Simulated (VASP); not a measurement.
Here is a VASP 6.6.1 calculation.

File POSCAR:

```
NaSnCl3
1.0
    5.5280093351      0.0000000000      0.0000000000
    0.0000000000      5.5280093351      0.0000000000
    0.0000000000      0.0000000000      5.5280093351
Na Sn Cl
1 1 3
Direct
    0.0000000000      0.0000000000      0.0000000000
    0.5000000000      0.5000000000      0.5000000000
    0.5000000000      0.5000000000      0.0000000000
    0.5000000000      0.0000000000      0.5000000000
    0.0000000000      0.5000000000      0.5000000000
```

Contents of INCAR.step1:

```
SYSTEM = NaSnCl3
ALGO = Normal ; EDIFF = 1E-4
ENCUT = 520 ; GGA = PE
ISMEAR = 0 ; LASPH = .True.
LCHARG = .False. ; LREAL = .False.
LWAVE = .True. ; NBANDS = 29
NELM = 60 ; PREC = Accurate
SIGMA = 0.01
```

INCAR.step2

```
SYSTEM = NaSnCl3
ALGO = Normal ; EDIFF = 1E-7
ENCUT = 520 ; ISIF = 2
ISMEAR = 0 ; ISTART = 1
LASPH = .True. ; LCHARG = .False.
LMIXTAU = .True. ; LREAL = .False.
LWAVE = .False. ; METAGGA = R2SCAN
NBANDS = 29 ; NELM = 60
PREC = Accurate ; SIGMA = 0.01
```

KPOINTS

```
k-points
0
Gamma
  6 6 6
  0 0 0
```

Potentials or basis: VASP PAW PBE potentials, release 64 (Na_pv, Sn_d, Cl).

Command:

```sh
$ cat potpaw_PBE.64/Na_pv/POTCAR potpaw_PBE.64/Sn_d/POTCAR potpaw_PBE.64/Cl/POTCAR > POTCAR
$ cp INCAR.step1 INCAR
$ mpirun -np 1 vasp_std > vasp.out
$ cp INCAR.step2 INCAR
$ mpirun -np 1 vasp_std > vasp.out
```

Estimate the pressure.

-0.2 GPa.

What does it give for the band gap on the k mesh?

0.96 eV.

Caveat: the PAW data sets were made with another functional, which shifts forces and pressure a little; spin-orbit coupling is left out, which moves the levels of the heavy elements. A k mesh can miss the band edges.
